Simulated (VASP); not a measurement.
# LiF in VASP: notebook

LiF is run at these levels: r2SCAN; tasks: single point.

Program: VASP 6.6.1. These are calculated values, not measurements. Logs are shortened: lines on timing, memory, paths and dates and some standing lists are left out, and cuts for length are marked.

## Step 1: The cell of the first run

It takes space group P4/mmm (No. 123, tetragonal). Conventional cell: a = 2.444 Å, b = 2.444 Å, c = 2.516 Å, α = 90.00°, β = 90.00°, γ = 90.00°. Within 2.8 Å of Li (site symmetry 4/mmm) lie 8 F at 2.14 Å and 6 Li at 2.44 to 2.52 Å. Within 2.8 Å of F (site symmetry 4/mmm) lie 8 Li at 2.14 Å and 6 F at 2.44 to 2.52 Å.

## Step 2: Single point, r2SCAN (biaxial xy strain -2.9%)

Contents of POSCAR:

```
LiF
1.0
    2.4442934523      0.0000000000      0.0000000000
    0.0000000000      2.4442934523      0.0000000000
    0.0000000000      0.0000000000      2.5162584438
Li F
1 1
Direct
    0.0000000000      0.0000000000      0.0000000000
    0.5000000000      0.5000000000      0.5000000000
```

Contents of INCAR.step1:

```
PREC = Accurate ; ENCUT = 520
ISMEAR = 0 ; SIGMA = 0.01
LREAL = False ; LASPH = True
NELM = 60 ; NBANDS = 12
GGA = PE ; ALGO = Normal
EDIFF = 1E-4 ; LWAVE = True
LCHARG = False
```

Contents of INCAR.step2:

```
PREC = Accurate ; ENCUT = 520
EDIFF = 1E-7 ; ISMEAR = 0
SIGMA = 0.01 ; LREAL = False
LASPH = True ; NELM = 60
ALGO = Normal ; ISIF = 2
LWAVE = False ; LCHARG = False
METAGGA = R2SCAN ; LMIXTAU = True
NBANDS = 12 ; ISTART = 1
```

Contents of KPOINTS:

```
Automatic mesh
0
Gamma
  10 10 10
```

Potentials or basis: VASP PAW PBE potentials, release 64 (Li_sv, F).

Run with:

```bash
cat potpaw_PBE.64/Li_sv/POTCAR potpaw_PBE.64/F/POTCAR > POTCAR
cp INCAR.step1 INCAR
mpirun -np 1 vasp_std > vasp.out
cp INCAR.step2 INCAR
mpirun -np 1 vasp_std > vasp.out
```

OUTCAR:

```text
PREC = Accurate
   ENCUT = 520
   EDIFF = 1E-7
   ISMEAR = 0
   LREAL = False
   LASPH = True
   NELM = 60
   ISIF = 2
   METAGGA = R2SCAN
   ISTART = 1

 ion  position               nearest neighbor table
   1  0.000  0.000  0.000-   2 2.14   2 2.14   2 2.14   2 2.14   2 2.14   2 2.14   2 2.14   2 2.14

   2  0.500  0.500  0.500-   1 2.14   1 2.14   1 2.14   1 2.14   1 2.14   1 2.14   1 2.14   1 2.14

  LATTYP: Found a simple tetragonal cell.
 ALAT       =     2.4442934523
 C/A-ratio  =     1.0294420424

  Lattice vectors:

 A1 = (   2.4442934523,   0.0000000000,   0.0000000000)
 A2 = (   0.0000000000,   2.4442934523,   0.0000000000)
 A3 = (   0.0000000000,   0.0000000000,   2.5162584438)

Analysis of symmetry for initial positions (statically):
=====================================================================
 Subroutine PRICEL returns:
 Original cell was already a primitive cell.

 Routine SETGRP: Setting up the symmetry group for a
 simple tetragonal supercell.

 Subroutine GETGRP returns: Found 16 space group operations
 (whereof 16 operations were pure point group operations)
 out of a pool of 16 trial point group operations.

The static configuration has the point symmetry D_4h.

Analysis of symmetry for dynamics (positions and initial velocities):
=====================================================================
 Subroutine PRICEL returns:
 Original cell was already a primitive cell.

 Routine SETGRP: Setting up the symmetry group for a
 simple tetragonal supercell.

 Subroutine GETGRP returns: Found 16 space group operations
 (whereof 16 operations were pure point group operations)
 out of a pool of 16 trial point group operations.

The dynamic configuration has the point symmetry D_4h.

 Subroutine INISYM returns: Found 16 space group operations
 (whereof 16 operations are pure point group operations),
 and found     1 'primitive' translations

----------------------------------------------------------------------------------------

                                     Primitive cell

  volume of cell :      15.0336

  direct lattice vectors                    reciprocal lattice vectors
     2.444293452  0.000000000  0.000000000     0.409116180  0.000000000  0.000000000
     0.000000000  2.444293452  0.000000000     0.000000000  0.409116180  0.000000000
     0.000000000  0.000000000  2.516258444     0.000000000  0.000000000  0.397415457

  length of vectors
     2.444293452  2.444293452  2.516258444     0.409116180  0.409116180  0.397415457

  position of ions in fractional coordinates (direct lattice)
     0.000000000  0.000000000  0.000000000
     0.500000000  0.500000000  0.500000000
[... 89 lines left out ...]
   NUPDOWN=      -1.0000    fix difference up-down
   EMIN   =  10.00;   EMAX   =-10.00  energy-range for DOS
   EFERMI =   0.00;   METHOD = LEGACY
   ISMEAR =     0;   SIGMA  =   0.01  broadening in eV -4-tet -1-fermi 0-gaus
   EFERMI_NEDOS =   21; number of points for ismear=-14 and -15
   IALGO  =     38    algorithm
   IMIX   =      4    mixing-type and parameters
     AMIX     =   0.40;   BMIX     =  1.00
     AMIX_MAG =   1.60;   BMIX_MAG =  1.00
  volume/ion in A,a.u.               =       7.52        50.73
  Fermi-wavevector in a.u.,A,eV,Ry     =   1.429072  2.700555 27.786464  2.042247
  Thomas-Fermi vector in A             =   2.549065
   LORBIT       =      0    0 simple, 1 ext, 2 COOP (PROOUT), +10 PAW based schemes
   METAGGA = R2SCAN    functional components
   LHFCALC =     F    Hartree Fock is set to
   AEXX    =    0.0000 exact exchange contribution
   IVDW    =     0    specifies the selected vdW correction
   LEPSILON=     F    determine dielectric tensor
   LRPA    =     F    only Hartree local field effects (RPA)
 non-spin polarized calculation
 Gauss-broadening in eV      SIGMA  =   0.01
  energy-cutoff  :      520.00
  volume of cell :       15.03
 maximum number of plane-waves:       421
   NGX =  9   NGY =  9   NGZ =  9

 number of electron      10.0000004 magnetization

 Free energy of the ion-electron system (eV)
  ---------------------------------------------------
  ext. energy  EPLUGINS =         0.00000000
  ---------------------------------------------------
  free energy    TOTEN  =       -11.25369925 eV

  energy without entropy =      -11.25369925  energy(sigma->0) =      -11.25369925

 E-fermi :   0.6534     XC(G=0): -11.0558

 val. band max:        0.4026917740   @ k =   0.5000   0.0000   0.5000
 cond. band min:      10.0283748348   @ k =   0.0000   0.0000   0.0000
 fundamental gap:      9.6256830609
 Fermi energy:         0.6534228300

 k-point     1 :       0.0000    0.0000    0.0000
  band No.  band energies     occupation
      1     -43.6530      2.00000
      2     -22.1064      2.00000
      3      -0.7175      2.00000
      4      -0.3605      2.00000
      5      -0.3605      2.00000
      6      10.0284      0.00000
      7      20.5250      0.00000
      8      21.2990      0.00000
      9      23.8380      0.00000
     10      24.7642      0.00000
     11      24.7642      0.00000
     12      41.6748      0.00000
[... 331 lines left out ...]
 k-point    24 :       0.2000    0.0000    0.1000
  band No.  band energies     occupation
      1     -43.6232      2.00000
      2     -21.8695      2.00000
      3      -1.7022      2.00000
      4      -0.9091      2.00000
      5      -0.1676      2.00000
      6      10.9779      0.00000
      7      18.4040      0.00000
      8      20.4489      0.00000
      9      24.5533      0.00000
     10      25.1753      0.00000
     11      30.3582      0.00000
     12      35.1914      0.00000

 [... further k-points ...]

------------------------ aborting loop because EDIFF is reached ----------------------------------------

  FORCE on cell =-STRESS in cart. coord.  units (eV):
  Direction    XX          YY          ZZ          XY          YZ          ZX
  --------------------------------------------------------------------------------------
  -------------------------------------------------------------------------------------
  Total        0.7157420      0.7157420     -0.2643518      0.0000000      0.0000000      0.0000000
  in kB       76.2790241     76.2790241    -28.1728574      0.0000000      0.0000000      0.0000000
  external PRESSURE =      41.4617303 kB  Pullay stress =       0.0000000 kB

 VOLUME and BASIS-vectors are now :
 -----------------------------------------------------------------------------
  energy-cutoff  :      520.00
  volume of cell :       15.03
      direct lattice vectors                 reciprocal lattice vectors
     2.444293452  0.000000000  0.000000000     0.409116180  0.000000000  0.000000000
     0.000000000  2.444293452  0.000000000     0.000000000  0.409116180  0.000000000
     0.000000000  0.000000000  2.516258444     0.000000000  0.000000000  0.397415457

 POSITION                                       TOTAL-FORCE (eV/Angst)
 -----------------------------------------------------------------------------------
      0.00000      0.00000      0.00000         0.000000      0.000000      0.000000
      1.22215      1.22215      1.25813         0.000000      0.000000      0.000000
 -----------------------------------------------------------------------------------
    total drift:                                0.000000     -0.000000     -0.000000

  FREE ENERGIE OF THE ION-ELECTRON SYSTEM (eV)
  ---------------------------------------------------
  free  energy   TOTEN  =       -11.2536992548 eV

  energy  without entropy=      -11.2536992548  energy(sigma->0) =      -11.25369925
```

OUTCAR.step1:

```text
PREC = Accurate
   ENCUT = 520
   ISMEAR = 0
   LREAL = False
   LASPH = True
[... 583 lines left out ...]
      0.00000      0.00000      0.00000         0.000000      0.000000      0.000000
      1.22215      1.22215      1.25813         0.000000      0.000000      0.000000
 -----------------------------------------------------------------------------------
    total drift:                                0.000000     -0.000000     -0.000000

  FREE ENERGIE OF THE ION-ELECTRON SYSTEM (eV)
  ---------------------------------------------------
  free  energy   TOTEN  =        -8.9932818960 eV

  energy  without entropy=       -8.9932818960  energy(sigma->0) =       -8.99328190
```

Wall time 1.8 min (1 thread of Intel Xeon 8259CL, shared host); peak memory 0.13 GiB.

Results:

- Free energy: -11.2537 eV
- Band gap on the k mesh: 9.63 eV (least direct gap 10.39 eV)

Caveat: the cell differs from its parent crystal (biaxial xy strain -2.9%); the cutoff is under 1.25 times the usual one of these potentials, so pressure, stress and relaxed cells hold a basis-set (Pulay) error; the PAW data sets were made with another functional, which shifts forces and pressure a little. A k mesh can miss the band edges.

## Step 3: Single point, r2SCAN (shear xy strain -0.3%)

Contents of POSCAR:

```
LiF
1.0
    2.5162584438     -0.0042776394      0.0000000000
   -0.0042776394      2.5162584438      0.0000000000
    0.0000000000      0.0000000000      2.5162584438
Li F
1 1
Direct
    0.0000000000      0.0000000000      0.0000000000
    0.5000000000      0.5000000000      0.5000000000
```

Contents of INCAR.step1:

```
SYSTEM = LiF
ALGO = Normal ; EDIFF = 1E-4
ENCUT = 520 ; GGA = PE
ISMEAR = 0 ; LASPH = .True.
LCHARG = .False. ; LREAL = .False.
LWAVE = .True. ; NBANDS = 12
NELM = 60 ; PREC = Accurate
SIGMA = 0.01
```

Contents of INCAR.step2:

```
SYSTEM = LiF
ALGO = Normal ; EDIFF = 1E-6
ENCUT = 520 ; ISIF = 2
ISMEAR = 0 ; ISTART = 1
LASPH = .True. ; LCHARG = .False.
LMIXTAU = .True. ; LREAL = .False.
LWAVE = .False. ; METAGGA = R2SCAN
NBANDS = 12 ; NELM = 60
PREC = Accurate ; SIGMA = 0.01
```

Contents of KPOINTS:

```
k-points
0
Gamma
  10 10 10
  0 0 0
```

Potentials or basis: VASP PAW PBE potentials, release 64 (Li_sv, F).

Run with:

```bash
cat potpaw_PBE.64/Li_sv/POTCAR potpaw_PBE.64/F/POTCAR > POTCAR
cp INCAR.step1 INCAR
mpirun -np 1 vasp_std > vasp.out
cp INCAR.step2 INCAR
mpirun -np 1 vasp_std > vasp.out
```

Run time: 2.8 min. Hardware: 1 thread of Intel Xeon 8259CL, shared host; peak memory 0.14 GiB.

The run converged. Its results:

- Free energy: -11.2735 eV
- Band gap on the k mesh: 9.12 eV (least direct gap 9.85 eV)

Levels at points of the mesh, in eV from the valence-band top:
```csv
k point,band 2,band 3,band 4,band 5,band 6,band 7,band 8,band 9
"(0.00, 0.00, 0.00)",-22.16,-0.75,-0.74,-0.73,9.12,20.21,20.21,23.32
"(0.50, 0.00, 0.00)",-21.67,-3.91,-0.31,-0.31,10.43,15.97,22.44,22.44
"(0.50, 0.50, 0.00)",-21.08,-3.51,-3.50,0.00,14.95,15.27,15.34,21.14
"(0.00, 0.00, 0.50)",-21.67,-3.91,-0.32,-0.30,10.43,15.97,22.42,22.45
"(0.50, 0.00, 0.50)",-21.08,-3.51,-3.51,0.00,14.95,15.30,15.30,21.14
"(0.50, 0.50, 0.50)",-20.60,-2.47,-2.47,-2.46,12.30,12.33,12.36,26.34
```

Caveat: the cell differs from its parent crystal (shear xy strain -0.3%); the cutoff is under 1.25 times the usual one of these potentials, so pressure, stress and relaxed cells hold a basis-set (Pulay) error; the PAW data sets were made with another functional, which shifts forces and pressure a little. A k mesh can miss the band edges.
